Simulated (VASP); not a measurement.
# Sr (Fd-3m) in VASP: single point with PBE

Aim: the single point of Sr with PBE.

Everything below comes from runs of VASP 6.6.1. Logs are shortened: lines on timing, memory, paths and dates and some standing lists are left out, and cuts for length are marked.

## Step 1: The cell of the first run

The structure is cubic, space group Fd-3m (No. 227). Conventional cell: a = 9.642 Å, b = 9.642 Å, c = 9.642 Å, α = 90.00°, β = 90.00°, γ = 90.00°. Within 5.5 Å of Sr (site symmetry -43m) lie 4 Sr at 4.17 Å.

## Step 2: Single point, PBE

File INCAR:

```
PREC = Accurate ; ENCUT = 520
EDIFF = 1E-6 ; ISMEAR = -1
SIGMA = 0.06122561905347299 ; LREAL = F
LASPH = T ; NELM = 60
ALGO = Normal ; ISIF = 2
LWAVE = F ; LCHARG = F
GGA = PE ; NBANDS = 17
```

File KPOINTS:

```
Automatic mesh
0
Gamma
  20 20 20
```

File POSCAR:

```
Sr
1.0
    0.0000000000      4.8208736501      4.8208736501
    4.8208736501      0.0000000000      4.8208736501
    4.8208736501      4.8208736501      0.0000000000
Sr
2
Direct
    0.0000000000      0.0000000000      0.0000000000
    0.2500000000      0.2500000000      0.2500000000
```

Potentials or basis: VASP PAW PBE potentials, release 64 (Sr_sv).

Run with:

```bash
> cat potpaw_PBE.64/Sr_sv/POTCAR > POTCAR
> mpirun -np 1 vasp_std > vasp.out
```

OUTCAR:

```text
PREC = Accurate
   ENCUT = 520
   EDIFF = 1E-6
   ISMEAR = -1
   LREAL = F
   LASPH = T
   NELM = 60
   ISIF = 2
   GGA = PE

 ion  position               nearest neighbor table
   1  0.000  0.000  0.000-   2 4.17   2 4.17   2 4.17   2 4.17
   2  0.250  0.250  0.250-   1 4.17   1 4.17   1 4.17   1 4.17

  LATTYP: Found a face centered cubic cell.
 ALAT       =     9.6417473002

  Lattice vectors:

 A1 = (   0.0000000000,   4.8208736501,   4.8208736501)
 A2 = (   4.8208736501,   0.0000000000,   4.8208736501)
 A3 = (   4.8208736501,   4.8208736501,   0.0000000000)

Analysis of symmetry for initial positions (statically):
=====================================================================
 Subroutine PRICEL returns:
 Original cell was already a primitive cell.

 Routine SETGRP: Setting up the symmetry group for a
 face centered cubic supercell.

 Subroutine GETGRP returns: Found 48 space group operations
 (whereof 24 operations were pure point group operations)
 out of a pool of 48 trial point group operations.

The static configuration has the point symmetry T_d .
 The point group associated with its full space group is O_h .

Analysis of symmetry for dynamics (positions and initial velocities):
=====================================================================
 Subroutine PRICEL returns:
 Original cell was already a primitive cell.

 Routine SETGRP: Setting up the symmetry group for a
 face centered cubic supercell.

 Subroutine GETGRP returns: Found 48 space group operations
 (whereof 24 operations were pure point group operations)
 out of a pool of 48 trial point group operations.

The dynamic configuration has the point symmetry T_d .
 The point group associated with its full space group is O_h .

 Subroutine INISYM returns: Found 48 space group operations
 (whereof 24 operations are pure point group operations),
 and found     1 'primitive' translations

----------------------------------------------------------------------------------------

                                     Primitive cell

  volume of cell :     224.0821

  direct lattice vectors                    reciprocal lattice vectors
     0.000000000  4.820873650  4.820873650    -0.103715641  0.103715641  0.103715641
     4.820873650  0.000000000  4.820873650     0.103715641 -0.103715641  0.103715641
     4.820873650  4.820873650  0.000000000     0.103715641  0.103715641 -0.103715641

  length of vectors
     6.817744898  6.817744898  6.817744898     0.179640759  0.179640759  0.179640759

  position of ions in fractional coordinates (direct lattice)
     0.000000000  0.000000000  0.000000000
     0.250000000  0.250000000  0.250000000

  ion indices of the primitive-cell ions
   primitive index   ion index
                 1           1
                 2           2

----------------------------------------------------------------------------------------

 KPOINTS: Automatic mesh

Automatic generation of k-mesh.
 Grid dimensions read from file:
 generate k-points for:   20   20   20

 Generating k-lattice:

  Cartesian coordinates                     Fractional coordinates (reciprocal lattice)
    -0.005185782  0.005185782  0.005185782     0.050000000  0.000000000  0.000000000
     0.005185782 -0.005185782  0.005185782     0.000000000  0.050000000  0.000000000
     0.005185782  0.005185782 -0.005185782     0.000000000  0.000000000  0.050000000

  Length of vectors
     0.008982038  0.008982038  0.008982038

  Shift w.r.t. Gamma in fractional coordinates (k-lattice)
     0.000000000  0.000000000  0.000000000

 Subroutine IBZKPT returns following result:
 ===========================================

 Found    256 irreducible k-points:

 Following reciprocal coordinates:
            Coordinates               Weight
  0.000000  0.000000  0.000000      1.000000
  0.050000  0.000000  0.000000      8.000000
  0.100000  0.000000  0.000000      8.000000
  0.150000  0.000000  0.000000      8.000000
  0.200000  0.000000  0.000000      8.000000
  0.250000  0.000000  0.000000      8.000000
[... 16 lines left out ...]
 -0.400000  0.050000  0.000000     24.000000
 -0.350000  0.050000  0.000000     24.000000
 [... further k-points ...]
   k-points           NKPTS =    256   k-points in BZ     NKDIM =    256   number of bands    NBANDS=     17
   number of dos      NEDOS =    301   number of ions     NIONS =      2
   total plane-waves  NPLWV = 157464
   dimension x,y,z NGX =    54 NGY =   54 NGZ =   54
   dimension x,y,z NGXF=   108 NGYF=  108 NGZF=  108
   ions per type =               2
   NGX,Y,Z   is equivalent  to a cutoff of  13.17, 13.17, 13.17 a.u.
   NGXF,Y,Z  is equivalent  to a cutoff of  26.34, 26.34, 26.34 a.u.
 SYSTEM =  unknown system
   PREC   = accura    normal or accurate (medium, high low for compatibility)
   ISTART =      0    job   : 0-new  1-cont  2-samecut
   ICHARG =      2    charge: 1-file 2-atom 10-const
   ISPIN  =      1    spin polarized calculation?
   LNONCOLLINEAR =      F non collinear calculations
   LSORBIT =      F    spin-orbit coupling
   LASPH  =      T    aspherical Exc in radial PAW
   ENCUT  =  520.0 eV  38.22 Ry    6.18 a.u.  12.68 12.68 12.68*2*pi/ulx,y,z
   NELM   =     60;   NELMIN=  2; NELMDL= -5     # of ELM steps
   EDIFF  = 0.1E-05   stopping-criterion for ELM
   LREAL  =      F    real-space projection
   EDIFFG = 0.1E-04   stopping-criterion for IOM
   NSW    =      0    number of steps for IOM
   IBRION =     -1    ionic relax: 0-MD 1-quasi-New 2-CG
   NFREE  =      0    steps in history (QN), initial steepest desc. (CG)
   ISIF   =      2    stress and relaxation
   ISYM   =      2    0-nonsym 1-usesym 2-fastsym
   POTIM  = 0.5000    time-step for ionic-motion
   TEBEG  =    0.0;   TEEND  =   0.0 temperature during run
   PSTRESS=    0.0 pullay stress
   NELECT =      20.0000    total number of electrons
   NUPDOWN=      -1.0000    fix difference up-down
   EMIN   =  10.00;   EMAX   =-10.00  energy-range for DOS
   EFERMI =   0.00;   METHOD = LEGACY
   ISMEAR =    -1;   SIGMA  =   0.06  broadening in eV -4-tet -1-fermi 0-gaus
   EFERMI_NEDOS =   21; number of points for ismear=-14 and -15
   IALGO  =     38    algorithm
   IMIX   =      4    mixing-type and parameters
     AMIX     =   0.40;   BMIX     =  1.00
     AMIX_MAG =   1.60;   BMIX_MAG =  1.00
  volume/ion in A,a.u.               =     112.04       756.09
  Fermi-wavevector in a.u.,A,eV,Ry     =   0.731615  1.382551  7.282655  0.535260
  Thomas-Fermi vector in A             =   1.823875
   LORBIT       =      0    0 simple, 1 ext, 2 COOP (PROOUT), +10 PAW based schemes
   GGA     = PE    functional components
[... 5 lines left out ...]
 non-spin polarized calculation
  energy-cutoff  :      520.00
  volume of cell :      224.08
 maximum number of plane-waves:      6071
 NGX is ok and might be reduce to    54
   NGX = 25   NGY = 25   NGZ = 25

 number of electron      20.0000000 magnetization

 Free energy of the ion-electron system (eV)
  ---------------------------------------------------
  ext. energy  EPLUGINS =         0.00000000
  ---------------------------------------------------
  free energy    TOTEN  =        -1.38451151 eV

  energy without entropy =       -1.34042409  energy(sigma->0) =       -1.36246780

 E-fermi :  -0.3087     XC(G=0):  -5.2737

 val. band max:       -0.3092195625   @ k =  -0.3000   0.3000   0.0500
 cond. band min:      -0.3058516350   @ k =  -0.2000   0.1500   0.0500
 fundamental gap:      0.0033679275
 Fermi energy:        -0.3086699033

 k-point     1 :       0.0000    0.0000    0.0000
  band No.  band energies     occupation
      1     -37.9891      2.00000
      2     -37.9771      2.00000
      3     -19.9630      2.00000
      4     -19.9630      2.00000
      5     -19.9630      2.00000
      6     -19.8979      2.00000
[... 9 lines left out ...]
     16       1.0452      0.00000
     17       1.0452      0.00000

 k-point     2 :       0.0500    0.0000    0.0000
  band No.  band energies     occupation
      1     -37.9890      2.00000
      2     -37.9771      2.00000
      3     -19.9632      2.00000
      4     -19.9632      2.00000
      5     -19.9629      2.00000
      6     -19.8980      2.00000
[... 9 lines left out ...]
     16       1.0467      0.00000
     17       1.0467      0.00000

 k-point     3 :       0.1000    0.0000    0.0000
  band No.  band energies     occupation
      1     -37.9889      2.00000
      2     -37.9773      2.00000
      3     -19.9636      2.00000
      4     -19.9636      2.00000
      5     -19.9627      2.00000
      6     -19.8983      2.00000
[... 9 lines left out ...]
     16       1.0522      0.00000
     17       1.0522      0.00000

 k-point     4 :       0.1500    0.0000    0.0000
  band No.  band energies     occupation
      1     -37.9886      2.00000
      2     -37.9775      2.00000
      3     -19.9643      2.00000
      4     -19.9643      2.00000
      5     -19.9622      2.00000
      6     -19.8989      2.00000
[... 9 lines left out ...]
     16       1.0648      0.00000
     17       1.0648      0.00000

 k-point     5 :       0.2000    0.0000    0.0000
  band No.  band energies     occupation
      1     -37.9882      2.00000
      2     -37.9779      2.00000
      3     -19.9652      2.00000
      4     -19.9652      2.00000
      5     -19.9616      2.00000
      6     -19.8996      2.00000
[... 9 lines left out ...]
     16       1.0889      0.00000
     17       1.0889      0.00000

 k-point     6 :       0.2500    0.0000    0.0000
  band No.  band energies     occupation
      1     -37.9878      2.00000
      2     -37.9783      2.00000
      3     -19.9661      2.00000
      4     -19.9661      2.00000
      5     -19.9610      2.00000
      6     -19.9003      2.00000
[... 9 lines left out ...]
     16       1.1277      0.00000
     17       1.1277      0.00000
[... 281 lines left out ...]
 k-point    21 :       0.5000    0.0500    0.0000
  band No.  band energies     occupation
      1     -37.9860      2.00000
      2     -37.9801      2.00000
      3     -19.9694      2.00000
      4     -19.9690      2.00000
      5     -19.9578      2.00000
      6     -19.9039      2.00000
[... 9 lines left out ...]
     16       1.3707      0.00000
     17       1.3772      0.00000

 k-point    22 :      -0.4500    0.0500    0.0000
  band No.  band energies     occupation
      1     -37.9861      2.00000
      2     -37.9801      2.00000
      3     -19.9695      2.00000
      4     -19.9689      2.00000
      5     -19.9579      2.00000
      6     -19.9038      2.00000
[... 9 lines left out ...]
     16       1.3526      0.00000
     17       1.3839      0.00000

 k-point    23 :      -0.4000    0.0500    0.0000
  band No.  band energies     occupation
      1     -37.9863      2.00000
      2     -37.9798      2.00000
      3     -19.9693      2.00000
      4     -19.9685      2.00000
      5     -19.9582      2.00000
      6     -19.9035      2.00000
[... 9 lines left out ...]
     16       1.3060      0.00000
     17       1.3527      0.00000

 k-point    24 :      -0.3500    0.0500    0.0000
  band No.  band energies     occupation
      1     -37.9867      2.00000
      2     -37.9794      2.00000
      3     -19.9688      2.00000
      4     -19.9678      2.00000
      5     -19.9587      2.00000
      6     -19.9029      2.00000
[... 9 lines left out ...]
     16       1.2460      0.00000
     17       1.2946      0.00000

 [... further k-points ...]
[... 5 lines left out ...]
  --------------------------------------------------------------------------------------
  -------------------------------------------------------------------------------------
  Total       -0.0044909     -0.0044909     -0.0044909     -0.0000000     -0.0000000      0.0000000
  in kB       -0.0321097     -0.0321097     -0.0321097     -0.0000000     -0.0000000      0.0000000
  external PRESSURE =      -0.0321097 kB  Pullay stress =       0.0000000 kB

 VOLUME and BASIS-vectors are now :
 -----------------------------------------------------------------------------
  energy-cutoff  :      520.00
  volume of cell :      224.08
      direct lattice vectors                 reciprocal lattice vectors
     0.000000000  4.820873650  4.820873650    -0.103715641  0.103715641  0.103715641
     4.820873650  0.000000000  4.820873650     0.103715641 -0.103715641  0.103715641
     4.820873650  4.820873650  0.000000000     0.103715641  0.103715641 -0.103715641

 POSITION                                       TOTAL-FORCE (eV/Angst)
 -----------------------------------------------------------------------------------
      0.00000      0.00000      0.00000        -0.000000     -0.000000     -0.000000
      2.41044      2.41044      2.41044         0.000000      0.000000      0.000000
 -----------------------------------------------------------------------------------
    total drift:                                0.000000      0.000000     -0.000000

  FREE ENERGIE OF THE ION-ELECTRON SYSTEM (eV)
  ---------------------------------------------------
  free  energy   TOTEN  =        -1.3845115061 eV

  energy  without entropy=       -1.3404240901  energy(sigma->0) =       -1.36246780
```

Wall time 17 min (1 thread of Intel Xeon Platinum 8259CL at 2.50GHz (Skylake/Cascade Lake), shared host); peak memory 1 GiB.

What came out:

- Free energy: -1.3845 eV
- Pressure: 0.0 GPa
- Band gap on the k mesh: zero (band 10 reaches 0.32 eV, above the bottom of band 11 at -0.40 eV)
